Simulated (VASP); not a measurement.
Runs of VASP 6.6.1 on TiTe2. The structure is that of space group P-3m1 (No. 164), or close to it. The cells are those of the table. 

| task | level | cell | cutoff (eV) | smearing | gap on the mesh (eV) | pressure (GPa) | largest force (eV/Å) |
| --- | --- | --- | --- | --- | --- | --- | --- |
| single point | PBE+D3(BJ) | a = 3.448, b = 3.448, c = 6.006 Å, angles 90.0, 90.0, 120.0°, 3 atoms | 520 | fermi-dirac 0.15 eV | none | 14.9 | (a) |
| relaxation of shape and atoms at fixed volume | PBE+D3(BJ) | relaxed from a = 3.659, b = 3.659, c = 6.318 Å, angles 90.0, 90.0, 120.0°, 3 atoms | 600 | gaussian 0.1 eV | none | 1.4 | - |
| relaxation of shape and atoms at fixed volume | PBE+D3(BJ) | relaxed from a = 3.761, b = 3.761, c = 6.536 Å, angles 90.0, 90.0, 120.0°, 3 atoms | 600 | gaussian 0.1 eV | none | -1.9 | - |
| relaxation of shape and atoms at fixed volume | PBE+D3(BJ) | relaxed from a = 3.627, b = 3.627, c = 6.232 Å, angles 90.0, 90.0, 120.0°, 3 atoms | 600 | gaussian 0.1 eV | none | 3.1 | - |
| single point | r2SCAN | a = 3.696, b = 3.696, c = 6.383 Å, angles 90.0, 90.0, 120.0°, 3 atoms | 520 | gaussian 0.1 eV | none | 3.7 | 0.25 |
| relaxation of shape and atoms at fixed volume | PBE+D3(BJ) | relaxed from a = 3.733, b = 3.733, c = 6.446 Å, angles 90.0, 90.0, 120.0°, 3 atoms | 600 | gaussian 0.1 eV | none | -1.1 | - |
| relaxation of cell and atoms | PBE+D3(BJ) | relaxed from a = 3.777, b = 3.777, c = 6.498 Å, angles 90.0, 90.0, 120.0°, 3 atoms | 600 | gaussian 0.1 eV | none | 0.0 | - |

Alike in all rows: potentials or basis VASP PAW PBE potentials, release 64 (Ti_sv, Te); no spin polarisation; k mesh 15 × 15 × 8.

Problem. Fill in the values left out.

Solution. (a) 0.01.

Caveats: spin-orbit coupling is left out, which moves the levels of the heavy elements; pairwise dispersion overbinds metals, which lowers pressure and volume (some runs); the PAW data sets were made with another functional, which shifts forces and pressure a little (some runs).

A k mesh can miss the band edges, and the runs leave out spin-orbit coupling on Te.

A gap of «none» marks levels without a gap at the run's occupations.
